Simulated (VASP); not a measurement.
# Bi3H2 (Immm) in VASP: single point with r2SCAN

Aim: the single point of Bi3H2 with r2SCAN.

Everything below comes from runs of VASP 6.6.1. Logs are shortened: lines on timing, memory, paths and dates and some standing lists are left out, and cuts for length are marked.

### Step 1. The cell of the first run

It takes space group Immm (No. 71, orthorhombic). The conventional cell has a = 3.318 Å, b = 6.740 Å, c = 9.999 Å, α = 90.00°, β = 90.00°, γ = 90.00°. Bi (site symmetry mmm) has 4 H at 2.08 Å within 2.8 Å. Within 4.0 Å of Bi (site symmetry mm2) lie 7 Bi at 3.06 to 3.84 Å and 6 H at 3.09 to 3.69 Å. H (site symmetry m2m) has 2 Bi at 2.08 Å and 1 H at 2.51 Å within 2.8 Å.

### Step 2. Single point, r2SCAN

Contents of POSCAR:

```
Bi3H2
1.0
   -1.6592413321      4.9994189438      3.3698248631
    3.3184826641      0.0000000000      0.0000000000
    1.6592413321      4.9994189438     -3.3698248631
Bi H
3 2
Direct
    0.0000000000      0.0000000000      0.0000000000
    0.6532077838      0.5000000000      0.6532077838
    0.3467922162      0.5000000000      0.3467922162
    0.8138917995      0.3138917995      0.1861082005
    0.1861082005      0.6861082005      0.8138917995
```

Contents of INCAR.step1:

```
SYSTEM = Bi3H2
  ALGO = Normal
  EDIFF = 1E-4
  ENCUT = 520
  GGA = PE
  ISMEAR = 1
  LASPH = .True.
  LCHARG = .False.
  LREAL = .False.
  LWAVE = .True.
  NBANDS = 32
  NELM = 100
  PREC = Accurate
  SIGMA = 0.05
```

Contents of INCAR.step2:

```
SYSTEM = Bi3H2
  ALGO = Normal
  EDIFF = 1E-7
  ENCUT = 520
  ISIF = 2
  ISMEAR = 1
  ISTART = 1
  LASPH = .True.
  LCHARG = .False.
  LMIXTAU = .True.
  LREAL = .False.
  LWAVE = .False.
  METAGGA = R2SCAN
  NBANDS = 32
  NELM = 100
  PREC = Accurate
  SIGMA = 0.05
```

Contents of KPOINTS:

```
k-points
0
Gamma
  5 5 5
  0 0 0
```

Potentials or basis: VASP PAW PBE potentials, release 64 (Bi_d, H).

Launch:

```
$ cat potpaw_PBE.64/Bi_d/POTCAR potpaw_PBE.64/H/POTCAR > POTCAR
$ cp INCAR.step1 INCAR
$ mpirun -np 1 vasp_std > vasp.out
$ cp INCAR.step2 INCAR
$ mpirun -np 1 vasp_std > vasp.out
```

OUTCAR:

```text
SYSTEM = Bi3H2
   EDIFF = 1E-7
   ENCUT = 520
   ISIF = 2
   ISMEAR = 1
   ISTART = 1
   LASPH = .True.
   LREAL = .False.
   METAGGA = R2SCAN
   NELM = 100
   PREC = Accurate

 ion  position               nearest neighbor table
   1  0.000  0.000  0.000-   5 2.08   4 2.08   5 2.08   4 2.08   3 3.70   2 3.70   2 3.70   3 3.70
                             3 3.84   2 3.84   2 3.84   3 3.84
   2  0.653  0.500  0.653-   3 3.06   1 3.70   1 3.70   1 3.84   1 3.84
   3  0.347  0.500  0.347-   2 3.06   1 3.70   1 3.70   1 3.84   1 3.84
   4  0.814  0.314  0.186-   1 2.08   1 2.08
   5  0.186  0.686  0.814-   1 2.08   1 2.08

  LATTYP: Found a body centered orthorhombic cell.
 ALAT       =     3.3184826641
 B/A-ratio  =     2.0309431775
 C/A-ratio  =     3.0130752213

  Lattice vectors:

 A1 = (   1.6592413321,  -4.9994189438,  -3.3698248631)
 A2 = (  -1.6592413321,  -4.9994189438,   3.3698248631)
 A3 = (  -1.6592413320,   4.9994189438,  -3.3698248631)

Analysis of symmetry for initial positions (statically):
=====================================================================
 Subroutine PRICEL returns:
 Original cell was already a primitive cell.

 Routine SETGRP: Setting up the symmetry group for a
 body centered orthorhombic supercell.

 Subroutine GETGRP returns: Found  8 space group operations
 (whereof  8 operations were pure point group operations)
 out of a pool of  8 trial point group operations.

The static configuration has the point symmetry D_2h.

Analysis of symmetry for dynamics (positions and initial velocities):
=====================================================================
 Subroutine PRICEL returns:
 Original cell was already a primitive cell.

 Routine SETGRP: Setting up the symmetry group for a
 body centered orthorhombic supercell.

 Subroutine GETGRP returns: Found  8 space group operations
 (whereof  8 operations were pure point group operations)
 out of a pool of  8 trial point group operations.

The dynamic configuration has the point symmetry D_2h.

 Subroutine INISYM returns: Found  8 space group operations
 (whereof  8 operations are pure point group operations),
 and found     1 'primitive' translations

----------------------------------------------------------------------------------------

                                     Primitive cell

  volume of cell :     111.8141

  direct lattice vectors                    reciprocal lattice vectors
    -1.659241332  4.999418944  3.369824863     0.000000000  0.100011622  0.148375664
     3.318482664  0.000000000  0.000000000     0.301342542  0.000000000  0.148375664
     1.659241332  4.999418944 -3.369824863     0.000000000  0.100011622 -0.148375664

  length of vectors
     6.253238456  3.318482664  6.253238456     0.178934799  0.335890853  0.178934799

  position of ions in fractional coordinates (direct lattice)
     0.000000000  0.000000000  0.000000000
     0.653207784  0.500000000  0.653207784
     0.346792216  0.500000000  0.346792216
     0.813891799  0.313891799  0.186108201
     0.186108201  0.686108201  0.813891799

  ion indices of the primitive-cell ions
   primitive index   ion index
                 1           1
                 2           2
                 3           3
                 4           4
                 5           5

----------------------------------------------------------------------------------------

 KPOINTS: k-points

Automatic generation of k-mesh.
 Grid dimensions read from file:
 generate k-points for:    5    5    5

 Generating k-lattice:

  Cartesian coordinates                     Fractional coordinates (reciprocal lattice)
     0.000000000  0.020002324  0.029675133     0.200000000  0.000000000  0.000000000
     0.060268508  0.000000000  0.029675133     0.000000000  0.200000000  0.000000000
     0.000000000  0.020002324 -0.029675133     0.000000000  0.000000000  0.200000000

  Length of vectors
     0.035786960  0.067178171  0.035786960

  Shift w.r.t. Gamma in fractional coordinates (k-lattice)
     0.000000000  0.000000000  0.000000000

 Subroutine IBZKPT returns following result:
 ===========================================

 Found     27 irreducible k-points:

 Following reciprocal coordinates:
            Coordinates               Weight
  0.000000  0.000000  0.000000      1.000000
  0.200000  0.000000 -0.000000      4.000000
  0.400000  0.000000  0.000000      4.000000
  0.000000  0.200000 -0.000000      4.000000
  0.200000  0.200000 -0.000000      8.000000
  0.400000  0.200000  0.000000      8.000000
[... 16 lines left out ...]
 -0.400000 -0.200000  0.200000      8.000000
 -0.200000 -0.200000  0.200000      4.000000
 [... further k-points ...]
   k-points           NKPTS =     27   k-points in BZ     NKDIM =     27   number of bands    NBANDS=     32
   number of dos      NEDOS =    301   number of ions     NIONS =      5
   total plane-waves  NPLWV =  64512
   dimension x,y,z NGX =    48 NGY =   28 NGZ =   48
   dimension x,y,z NGXF=    96 NGYF=   56 NGZF=   96
   ions per type =               3   2
   NGX,Y,Z   is equivalent  to a cutoff of  12.76, 14.03, 12.76 a.u.
   NGXF,Y,Z  is equivalent  to a cutoff of  25.52, 28.05, 25.52 a.u.
 SYSTEM =  Bi3H2
   PREC   = accura    normal or accurate (medium, high low for compatibility)
   ISTART =      1    job   : 0-new  1-cont  2-samecut
   ICHARG =      0    charge: 1-file 2-atom 10-const
   ISPIN  =      1    spin polarized calculation?
   LNONCOLLINEAR =      F non collinear calculations
   LSORBIT =      F    spin-orbit coupling
   LASPH  =      T    aspherical Exc in radial PAW
   ENCUT  =  520.0 eV  38.22 Ry    6.18 a.u.  11.63  6.17 11.63*2*pi/ulx,y,z
   NELM   =    100;   NELMIN=  2; NELMDL=  0     # of ELM steps
   EDIFF  = 0.1E-06   stopping-criterion for ELM
   LREAL  =      F    real-space projection
   EDIFFG = 0.1E-05   stopping-criterion for IOM
   NSW    =      0    number of steps for IOM
   IBRION =     -1    ionic relax: 0-MD 1-quasi-New 2-CG
   NFREE  =      0    steps in history (QN), initial steepest desc. (CG)
   ISIF   =      2    stress and relaxation
   ISYM   =      2    0-nonsym 1-usesym 2-fastsym
   POTIM  = 0.5000    time-step for ionic-motion
   TEBEG  =    0.0;   TEEND  =   0.0 temperature during run
   PSTRESS=    0.0 pullay stress
   NELECT =      47.0000    total number of electrons
   NUPDOWN=      -1.0000    fix difference up-down
   EMIN   =  10.00;   EMAX   =-10.00  energy-range for DOS
   EFERMI =   0.00;   METHOD = LEGACY
   ISMEAR =     1;   SIGMA  =   0.05  broadening in eV -4-tet -1-fermi 0-gaus
   EFERMI_NEDOS =   21; number of points for ismear=-14 and -15
   IALGO  =     38    algorithm
   IMIX   =      4    mixing-type and parameters
     AMIX     =   0.40;   BMIX     =  1.00
     AMIX_MAG =   1.60;   BMIX_MAG =  1.00
  volume/ion in A,a.u.               =      22.36       150.91
  Fermi-wavevector in a.u.,A,eV,Ry     =   1.226334  2.317435 20.461723  1.503894
  Thomas-Fermi vector in A             =   2.361338
   LORBIT       =      0    0 simple, 1 ext, 2 COOP (PROOUT), +10 PAW based schemes
   METAGGA = R2SCAN    functional components
   LHFCALC =     F    Hartree Fock is set to
   AEXX    =    0.0000 exact exchange contribution
   IVDW    =     0    specifies the selected vdW correction
   LEPSILON=     F    determine dielectric tensor
   LRPA    =     F    only Hartree local field effects (RPA)
 non-spin polarized calculation
 Methfessel and Paxton  Order N= 1 SIGMA  =   0.05
  energy-cutoff  :      520.00
  volume of cell :      111.81
 maximum number of plane-waves:      3036
   NGX = 23   NGY = 13   NGZ = 23

 number of electron      47.0000001 magnetization

 Free energy of the ion-electron system (eV)
  ---------------------------------------------------
  ext. energy  EPLUGINS =         0.00000000
  ---------------------------------------------------
  free energy    TOTEN  =      -179.42679424 eV

  energy without entropy =     -179.42721025  energy(sigma->0) =     -179.42693291

 E-fermi :   6.0187     XC(G=0): -10.3175

 val. band max:        5.9862731394   @ k =   0.2000   0.4000   0.2000
 cond. band min:       6.0738127830   @ k =  -0.2000  -0.4000   0.2000
 fundamental gap:      0.0875396436
 Fermi energy:         6.0186833706

 k-point     1 :       0.0000    0.0000    0.0000
  band No.  band energies     occupation
      1     -17.8151      2.00000
      2     -17.7296      2.00000
      3     -17.6596      2.00000
      4     -17.6562      2.00000
      5     -17.6387      2.00000
      6     -17.6129      2.00000
[... 24 lines left out ...]
     31      14.9950      0.00000
     32      15.1480      0.00000

 k-point     2 :       0.2000    0.0000   -0.0000
  band No.  band energies     occupation
      1     -17.8149      2.00000
      2     -17.7299      2.00000
      3     -17.6633      2.00000
      4     -17.6598      2.00000
      5     -17.6325      2.00000
      6     -17.6126      2.00000
[... 24 lines left out ...]
     31      14.3907      0.00000
     32      15.0008      0.00000

 k-point     3 :       0.4000    0.0000    0.0000
  band No.  band energies     occupation
      1     -17.8147      2.00000
      2     -17.7303      2.00000
      3     -17.6709      2.00000
      4     -17.6606      2.00000
      5     -17.6263      2.00000
      6     -17.6120      2.00000
[... 24 lines left out ...]
     31      14.6597      0.00000
     32      15.2863      0.00000

 k-point     4 :       0.0000    0.2000   -0.0000
  band No.  band energies     occupation
      1     -17.7156      2.00000
      2     -17.6639      2.00000
      3     -17.6568      2.00000
      4     -17.6517      2.00000
      5     -17.6392      2.00000
      6     -17.6158      2.00000
[... 654 lines left out ...]
     31      13.9508      0.00000
     32      14.0791      0.00000

 k-point    23 :      -0.4000   -0.2000    0.2000
  band No.  band energies     occupation
      1     -17.7167      2.00000
      2     -17.6698      2.00000
      3     -17.6633      2.00000
      4     -17.6405      2.00000
      5     -17.6373      2.00000
      6     -17.6145      2.00000
[... 24 lines left out ...]
     31      13.2453      0.00000
     32      14.0678      0.00000

 k-point    24 :      -0.2000   -0.2000    0.2000
  band No.  band energies     occupation
      1     -17.7156      2.00000
      2     -17.6667      2.00000
      3     -17.6628      2.00000
      4     -17.6452      2.00000
      5     -17.6429      2.00000
      6     -17.6161      2.00000
[... 24 lines left out ...]
     31      13.5090      0.00000
     32      14.3201      0.00000

 [... further k-points ...]

------------------------ aborting loop because EDIFF is reached ----------------------------------------

  FORCE on cell =-STRESS in cart. coord.  units (eV):
  Direction    XX          YY          ZZ          XY          YZ          ZX
  --------------------------------------------------------------------------------------
  -------------------------------------------------------------------------------------
  Total       -0.0440524     -0.0602747     -0.0518453      0.0000000      0.0000000      0.0000000
  in kB       -0.6312243     -0.8636724     -0.7428885      0.0000000      0.0000000      0.0000000
  external PRESSURE =      -0.7459284 kB  Pullay stress =       0.0000000 kB

 VOLUME and BASIS-vectors are now :
 -----------------------------------------------------------------------------
  energy-cutoff  :      520.00
  volume of cell :      111.81
      direct lattice vectors                 reciprocal lattice vectors
    -1.659241332  4.999418944  3.369824863     0.000000000  0.100011622  0.148375664
     3.318482664  0.000000000  0.000000000     0.301342542  0.000000000  0.148375664
     1.659241332  4.999418944 -3.369824863     0.000000000  0.100011622 -0.148375664

 POSITION                                       TOTAL-FORCE (eV/Angst)
 -----------------------------------------------------------------------------------
      0.00000      0.00000      0.00000         0.000000     -0.000000      0.000000
      1.65924      6.53132      0.00000         0.000000      0.000633      0.000000
      1.65924      3.46752      0.00000         0.000000     -0.000633      0.000000
     -0.00000      4.99942      2.11552         0.000000      0.000000     -0.009427
      3.31848      4.99942     -2.11552        -0.000000      0.000000      0.009427
 -----------------------------------------------------------------------------------
    total drift:                               -0.000000     -0.000000      0.000000

  FREE ENERGIE OF THE ION-ELECTRON SYSTEM (eV)
  ---------------------------------------------------
  free  energy   TOTEN  =      -179.4267942400 eV

  energy  without entropy=     -179.4272102522  energy(sigma->0) =     -179.42693291
```

Run time: 10 min. Hardware: 1 thread of Oxide Virtual Turin-like, shared host; peak memory 0.26 GiB.

What came out:

```yaml
Free_energy: -179.4268 eV
Pressure: -0.1 GPa
Largest_force: 0.009 eV/Å
Band_gap_on_the_k_mesh: zero (an odd number of electrons rules out a gap without spin polarisation)
```

Forces in eV/Å, atoms in the order of the input:
```
Bi   0.000  0.000  0.000
Bi   0.000  0.001  0.000
Bi   0.000 -0.001  0.000
H    0.000  0.000 -0.009
H    0.000  0.000  0.009
```

Caveat: the k points lie up to 0.40 Å⁻¹ apart, too coarse for converged energies and pressures of a metal; the PAW data sets were made with another functional, which shifts forces and pressure a little; spin-orbit coupling is left out, which moves the levels of the heavy elements.

The gap in the log of VASP goes by the Fermi energy; the results here count the filled bands.